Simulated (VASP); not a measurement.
# Ta4O (P4/mmm) in VASP: notebook

Ta4O is run at these levels: PBEsol; tasks: single point.

Everything below comes from runs of VASP 6.6.1. Logs are shortened: lines on timing, memory, paths and dates and some standing lists are left out, and cuts for length are marked.

### 1 The cell of the first run

It takes space group P4/mmm (No. 123, tetragonal). The conventional cell has a = 3.307 Å, b = 3.307 Å, c = 7.232 Å, α = 90.00°, β = 90.00°, γ = 90.00°. Ta (site symmetry 4/mmm) has 4 O at 2.34 Å within 3.1 Å. Within 2.7 Å of Ta (site symmetry 4mm) lie 1 O at 2.05 Å. Within 3.7 Å of Ta (site symmetry 4/mmm) lie 14 Ta at 2.82 to 3.62 Å. O (site symmetry 4/mmm) has 6 Ta at 2.05 to 2.34 Å within 2.7 Å.

### 2 Single point, PBEsol (strain +0.030 along x and y, -0.015 along z)

Contents of INCAR:

```
SYSTEM = Ta4O
PREC = Accurate ; ENCUT = 520
EDIFF = 1E-6 ; ISMEAR = 0
SIGMA = 0.15 ; LREAL = .FALSE.
LASPH = .TRUE. ; NELM = 100
ALGO = Normal ; ISIF = 2
LWAVE = .FALSE. ; LCHARG = .FALSE.
GGA = PS ; NBANDS = 33
```

Contents of KPOINTS:

```
Automatic mesh
0
G
  14 14 8
  0 0 0
```

Contents of POSCAR:

```
Ta4O
1.0
    3.3072661624      0.0000000000      0.0000000000
    0.0000000000      3.3072661624      0.0000000000
    0.0000000000      0.0000000000      7.2318536682
Ta O
4 1
Direct
    0.0000000000      0.0000000000      0.5000000000
    0.5000000000      0.5000000000      0.7827831983
    0.5000000000      0.5000000000      0.2172168017
    0.0000000000      0.0000000000      0.0000000000
    0.5000000000      0.5000000000      0.5000000000
```

Potentials or basis: VASP PAW PBE potentials, release 64 (Ta_pv, O).

The run is started by

```
$ cat potpaw_PBE.64/Ta_pv/POTCAR potpaw_PBE.64/O/POTCAR > POTCAR
$ mpirun -np 1 vasp_std > vasp.out
```

OUTCAR:

```text
SYSTEM = Ta4O
   PREC = Accurate
   ENCUT = 520
   EDIFF = 1E-6
   ISMEAR = 0
   LREAL = .FALSE.
   LASPH = .TRUE.
   NELM = 100
   ISIF = 2
   GGA = PS

 ion  position               nearest neighbor table
   1  0.000  0.000  0.500-   5 2.34   5 2.34   5 2.34   5 2.34   3 3.11   3 3.11   2 3.11   3 3.11
                             2 3.11   2 3.11   3 3.11   2 3.11
   2  0.500  0.500  0.783-   5 2.05   4 2.82   4 2.82   4 2.82   4 2.82   1 3.11   1 3.11   1 3.11
                             1 3.11   3 3.14
   3  0.500  0.500  0.217-   5 2.05   4 2.82   4 2.82   4 2.82   4 2.82   1 3.11   1 3.11   1 3.11
                             1 3.11   2 3.14
   4  0.000  0.000  0.000-   2 2.82   3 2.82   2 2.82   3 2.82   2 2.82   3 2.82   2 2.82   3 2.82

   5  0.500  0.500  0.500-   2 2.05   3 2.05   1 2.34   1 2.34   1 2.34   1 2.34

  LATTYP: Found a simple tetragonal cell.
 ALAT       =     3.3072661624
 C/A-ratio  =     2.1866560818

  Lattice vectors:

 A1 = (   3.3072661624,   0.0000000000,   0.0000000000)
 A2 = (   0.0000000000,   3.3072661624,   0.0000000000)
 A3 = (   0.0000000000,   0.0000000000,   7.2318536682)

Analysis of symmetry for initial positions (statically):
=====================================================================
 Subroutine PRICEL returns:
 Original cell was already a primitive cell.

 Routine SETGRP: Setting up the symmetry group for a
 simple tetragonal supercell.

 Subroutine GETGRP returns: Found 16 space group operations
 (whereof 16 operations were pure point group operations)
 out of a pool of 16 trial point group operations.

The static configuration has the point symmetry D_4h.

Analysis of symmetry for dynamics (positions and initial velocities):
=====================================================================
 Subroutine PRICEL returns:
 Original cell was already a primitive cell.

 Routine SETGRP: Setting up the symmetry group for a
 simple tetragonal supercell.

 Subroutine GETGRP returns: Found 16 space group operations
 (whereof 16 operations were pure point group operations)
 out of a pool of 16 trial point group operations.

The dynamic configuration has the point symmetry D_4h.

 Subroutine INISYM returns: Found 16 space group operations
 (whereof 16 operations are pure point group operations),
 and found     1 'primitive' translations

----------------------------------------------------------------------------------------

                                     Primitive cell

  volume of cell :      79.1021

  direct lattice vectors                    reciprocal lattice vectors
     3.307266162  0.000000000  0.000000000     0.302364536  0.000000000  0.000000000
     0.000000000  3.307266162  0.000000000     0.000000000  0.302364536  0.000000000
     0.000000000  0.000000000  7.231853668     0.000000000  0.000000000  0.138277134

  length of vectors
     3.307266162  3.307266162  7.231853668     0.302364536  0.302364536  0.138277134

  position of ions in fractional coordinates (direct lattice)
     0.000000000  0.000000000  0.500000000
     0.500000000  0.500000000  0.782783198
     0.500000000  0.500000000  0.217216802
     0.000000000  0.000000000  0.000000000
     0.500000000  0.500000000  0.500000000

  ion indices of the primitive-cell ions
   primitive index   ion index
                 1           1
                 2           2
                 3           3
                 4           4
                 5           5

----------------------------------------------------------------------------------------

 KPOINTS: Automatic mesh

Automatic generation of k-mesh.
 Grid dimensions read from file:
 generate k-points for:   14   14    8

 Generating k-lattice:

  Cartesian coordinates                     Fractional coordinates (reciprocal lattice)
     0.021597467  0.000000000  0.000000000     0.071428571  0.000000000  0.000000000
     0.000000000  0.021597467  0.000000000     0.000000000  0.071428571  0.000000000
     0.000000000  0.000000000  0.017284642     0.000000000  0.000000000  0.125000000

  Length of vectors
     0.021597467  0.021597467  0.017284642

  Shift w.r.t. Gamma in fractional coordinates (k-lattice)
     0.000000000  0.000000000  0.000000000

 Subroutine IBZKPT returns following result:
 ===========================================

 Found    180 irreducible k-points:

 Following reciprocal coordinates:
            Coordinates               Weight
  0.000000  0.000000  0.000000      1.000000
  0.071429  0.000000  0.000000      4.000000
  0.142857  0.000000  0.000000      4.000000
  0.214286  0.000000  0.000000      4.000000
  0.285714  0.000000  0.000000      4.000000
  0.357143  0.000000  0.000000      4.000000
[... 16 lines left out ...]
  0.285714  0.214286  0.000000      8.000000
  0.357143  0.214286  0.000000      8.000000
 [... further k-points ...]
   k-points           NKPTS =    180   k-points in BZ     NKDIM =    180   number of bands    NBANDS=     33
   number of dos      NEDOS =    301   number of ions     NIONS =      5
   total plane-waves  NPLWV =  42336
   dimension x,y,z NGX =    28 NGY =   28 NGZ =   54
   dimension x,y,z NGXF=    56 NGYF=   56 NGZF=  108
   ions per type =               4   1
   NGX,Y,Z   is equivalent  to a cutoff of  14.07, 14.07, 12.41 a.u.
   NGXF,Y,Z  is equivalent  to a cutoff of  28.15, 28.15, 24.83 a.u.
 SYSTEM =  Ta4O
   PREC   = accura    normal or accurate (medium, high low for compatibility)
   ISTART =      0    job   : 0-new  1-cont  2-samecut
   ICHARG =      2    charge: 1-file 2-atom 10-const
   ISPIN  =      1    spin polarized calculation?
   LNONCOLLINEAR =      F non collinear calculations
   LSORBIT =      F    spin-orbit coupling
   LASPH  =      T    aspherical Exc in radial PAW
   ENCUT  =  520.0 eV  38.22 Ry    6.18 a.u.   6.15  6.15 13.45*2*pi/ulx,y,z
   NELM   =    100;   NELMIN=  2; NELMDL= -5     # of ELM steps
   EDIFF  = 0.1E-05   stopping-criterion for ELM
   LREAL  =      F    real-space projection
   EDIFFG = 0.1E-04   stopping-criterion for IOM
   NSW    =      0    number of steps for IOM
   IBRION =     -1    ionic relax: 0-MD 1-quasi-New 2-CG
   NFREE  =      0    steps in history (QN), initial steepest desc. (CG)
   ISIF   =      2    stress and relaxation
   ISYM   =      2    0-nonsym 1-usesym 2-fastsym
   POTIM  = 0.5000    time-step for ionic-motion
   TEBEG  =    0.0;   TEEND  =   0.0 temperature during run
   PSTRESS=    0.0 pullay stress
   NELECT =      50.0000    total number of electrons
   NUPDOWN=      -1.0000    fix difference up-down
   EMIN   =  10.00;   EMAX   =-10.00  energy-range for DOS
   EFERMI =   0.00;   METHOD = LEGACY
   ISMEAR =     0;   SIGMA  =   0.15  broadening in eV -4-tet -1-fermi 0-gaus
   EFERMI_NEDOS =   21; number of points for ismear=-14 and -15
   IALGO  =     38    algorithm
   IMIX   =      4    mixing-type and parameters
     AMIX     =   0.40;   BMIX     =  1.00
     AMIX_MAG =   1.60;   BMIX_MAG =  1.00
  volume/ion in A,a.u.               =      15.82       106.76
  Fermi-wavevector in a.u.,A,eV,Ry     =   1.404976  2.655019 26.857317  1.973957
  Thomas-Fermi vector in A             =   2.527483
   LORBIT       =      0    0 simple, 1 ext, 2 COOP (PROOUT), +10 PAW based schemes
   GGA     = PS    functional components
   LHFCALC =     F    Hartree Fock is set to
   AEXX    =    0.0000 exact exchange contribution
   IVDW    =     0    specifies the selected vdW correction
   LEPSILON=     F    determine dielectric tensor
   LRPA    =     F    only Hartree local field effects (RPA)
 non-spin polarized calculation
 Gauss-broadening in eV      SIGMA  =   0.15
  energy-cutoff  :      520.00
  volume of cell :       79.10
 maximum number of plane-waves:      2168
 NGX is ok and might be reduce to    28
   NGX = 13   NGY = 13   NGZ = 27

 number of electron      50.0000001 magnetization

 Free energy of the ion-electron system (eV)
  ---------------------------------------------------
  ext. energy  EPLUGINS =         0.00000000
  ---------------------------------------------------
  free energy    TOTEN  =       -58.42988804 eV

  energy without entropy =      -58.40044475  energy(sigma->0) =      -58.41516640

 E-fermi :   6.1652     XC(G=0): -12.6969

 val. band max:        6.1599507767   @ k =   0.2857   0.2857   0.2500
 cond. band min:       6.1664920285   @ k =   0.5000   0.0714   0.2500
 fundamental gap:      0.0065412518
 Fermi energy:         6.1652266385

 k-point     1 :       0.0000    0.0000    0.0000
  band No.  band energies     occupation
      1     -29.3660      2.00000
      2     -29.3660      2.00000
      3     -28.9562      2.00000
      4     -28.4783      2.00000
      5     -28.2835      2.00000
      6     -28.0966      2.00000
[... 25 lines left out ...]
     32       7.8118      0.00000
     33       8.9006      0.00000

 k-point     2 :       0.0714    0.0000    0.0000
  band No.  band energies     occupation
      1     -29.3831      2.00000
      2     -29.3640      2.00000
      3     -28.9539      2.00000
      4     -28.4828      2.00000
      5     -28.2878      2.00000
      6     -28.0967      2.00000
[... 25 lines left out ...]
     32       8.2791      0.00000
     33       9.0627      0.00000

 k-point     3 :       0.1429    0.0000    0.0000
  band No.  band energies     occupation
      1     -29.4300      2.00000
      2     -29.3586      2.00000
      3     -28.9480      2.00000
      4     -28.4949      2.00000
      5     -28.2995      2.00000
      6     -28.0990      2.00000
[... 25 lines left out ...]
     32       8.6510      0.00000
     33       9.3835      0.00000

 k-point     4 :       0.2143    0.0000    0.0000
  band No.  band energies     occupation
      1     -29.4956      2.00000
      2     -29.3507      2.00000
      3     -28.9413      2.00000
      4     -28.5113      2.00000
      5     -28.3146      2.00000
      6     -28.1078      2.00000
[... 673 lines left out ...]
     32       8.5611      0.00000
     33      10.1045      0.00000

 k-point    23 :       0.2857    0.2143    0.0000
  band No.  band energies     occupation
      1     -29.5372      2.00000
      2     -29.4464      2.00000
      3     -28.9168      2.00000
      4     -28.5014      2.00000
      5     -28.2839      2.00000
      6     -28.2280      2.00000
[... 25 lines left out ...]
     32       8.9554      0.00000
     33       9.9484      0.00000

 k-point    24 :       0.3571    0.2143    0.0000
  band No.  band energies     occupation
      1     -29.5891      2.00000
      2     -29.4355      2.00000
      3     -28.9106      2.00000
      4     -28.5169      2.00000
      5     -28.2750      2.00000
      6     -28.2414      2.00000
[... 25 lines left out ...]
     32       9.3588      0.00000
     33       9.8752      0.00000

 [... further k-points ...]
[... 5 lines left out ...]
  --------------------------------------------------------------------------------------
  -------------------------------------------------------------------------------------
  Total       -4.9793540     -4.9793540     -0.9550608      0.0000000     -0.0000000      0.0000000
  in kB     -100.8545881   -100.8545881    -19.3443287      0.0000000     -0.0000000      0.0000000
  external PRESSURE =     -73.6845017 kB  Pullay stress =       0.0000000 kB

 VOLUME and BASIS-vectors are now :
 -----------------------------------------------------------------------------
  energy-cutoff  :      520.00
  volume of cell :       79.10
      direct lattice vectors                 reciprocal lattice vectors
     3.307266162  0.000000000  0.000000000     0.302364536  0.000000000  0.000000000
     0.000000000  3.307266162  0.000000000     0.000000000  0.302364536  0.000000000
     0.000000000  0.000000000  7.231853668     0.000000000  0.000000000  0.138277134

 POSITION                                       TOTAL-FORCE (eV/Angst)
 -----------------------------------------------------------------------------------
      0.00000      0.00000      3.61593        -0.000000     -0.000000      0.000000
      1.65363      1.65363      5.66097         0.000000      0.000000      0.402297
      1.65363      1.65363      1.57088        -0.000000      0.000000     -0.402297
      0.00000      0.00000      0.00000        -0.000000     -0.000000      0.000000
      1.65363      1.65363      3.61593        -0.000000     -0.000000      0.000000
 -----------------------------------------------------------------------------------
    total drift:                                0.000000      0.000000      0.000000

  FREE ENERGIE OF THE ION-ELECTRON SYSTEM (eV)
  ---------------------------------------------------
  free  energy   TOTEN  =       -58.4298880447 eV

  energy  without entropy=      -58.4004447542  energy(sigma->0) =      -58.41516640
```

Wall time 13 min (1 thread of Oxide Virtual Turin-like, shared host); peak memory 0.43 GiB.

What came out:

- Free energy: -58.4299 eV
- Pressure: -7.4 GPa
- Largest force: 0.402 eV/Å
- Band gap on the k mesh: zero (band 25 reaches 6.71 eV, above the bottom of band 26 at 5.67 eV)

Forces on the atoms (eV/Å):
```
Ta   0.000  0.000  0.000
Ta   0.000  0.000  0.402
Ta   0.000  0.000 -0.402
Ta   0.000  0.000  0.000
O    0.000  0.000  0.000
```

Levels at points of the mesh, in eV from the Fermi level:
```csv
k point,band 21,band 22,band 23,band 24,band 25,band 26,band 27,band 28,band 29,band 30
"(0.00, 0.00, 0.00)",-2.46,-1.42,-0.44,-0.44,-0.35,0.23,0.98,0.98,1.47,1.64
"(0.50, 0.00, 0.00)",-1.60,-0.98,-0.94,-0.63,0.32,0.80,0.84,1.46,1.76,2.07
"(0.50, 0.50, 0.00)",-1.86,-1.39,-1.39,-0.62,-0.62,1.29,2.49,2.70,2.70,2.98
"(0.00, 0.00, 0.50)",-3.23,-0.61,-0.61,-0.30,-0.05,0.57,0.79,0.79,0.80,2.04
"(0.50, 0.00, 0.50)",-1.68,-1.29,-1.07,-0.57,-0.56,0.89,1.57,1.76,1.99,2.40
"(0.50, 0.50, 0.50)",-2.54,-1.45,-1.45,-0.07,-0.07,1.29,2.00,2.00,2.81,2.98
```

Caveat: the cell differs from its parent crystal (strain +0.030 along x and y, -0.015 along z); the PAW data sets were made with another functional, which shifts forces and pressure a little; spin-orbit coupling is left out, which moves the levels of the heavy elements.

[end of part 1 of 3]
